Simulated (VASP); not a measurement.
A run of VASP 6.6.1 is set up as follows.

INCAR

```
SYSTEM = Ti
PREC     = Accurate       ! precision mode
ENCUT    = 520            ! plane-wave cutoff, eV
EDIFF    = 1E-7           ! SCF threshold, eV
ISMEAR   = -1             ! smearing method
SIGMA    = 0.05           ! smearing width, eV
LREAL    = .FALSE.        ! projectors in reciprocal space
LASPH    = .TRUE.         ! aspherical terms in the spheres
NELM     = 60             ! most SCF steps
ALGO     = Normal         ! electronic algorithm
ISIF     = 2              ! what is computed and relaxed
LWAVE    = .FALSE.        ! write WAVECAR
LCHARG   = .FALSE.        ! write CHGCAR
NBANDS   = 12             ! bands
```

The input KPOINTS:

```
regular mesh
0
G
  11 11 11
  0 0 0
```

POSCAR

```
Ti
1.0
    0.0000000000      1.9998488383      1.9998488383
    1.9998488383      0.0000000000      1.9998488383
    1.9998488383      1.9998488383      0.0000000000
Ti
1
Direct
    0.0000000000      0.0000000000      0.0000000000
```

Potentials or basis: VASP PAW LDA potentials, release 64 (Ti_sv).

Launch:

```console
$ cat potpaw_LDA.64/Ti_sv/POTCAR > POTCAR
$ mpirun -np 1 vasp_std > vasp.out
```

(1) What does it give for the pressure?

(2) What does it give for the band gap on the k mesh?

Results:

(1) -0.2 GPa.

(2) zero (bands 6 and 7 overlap by 1.19 eV).
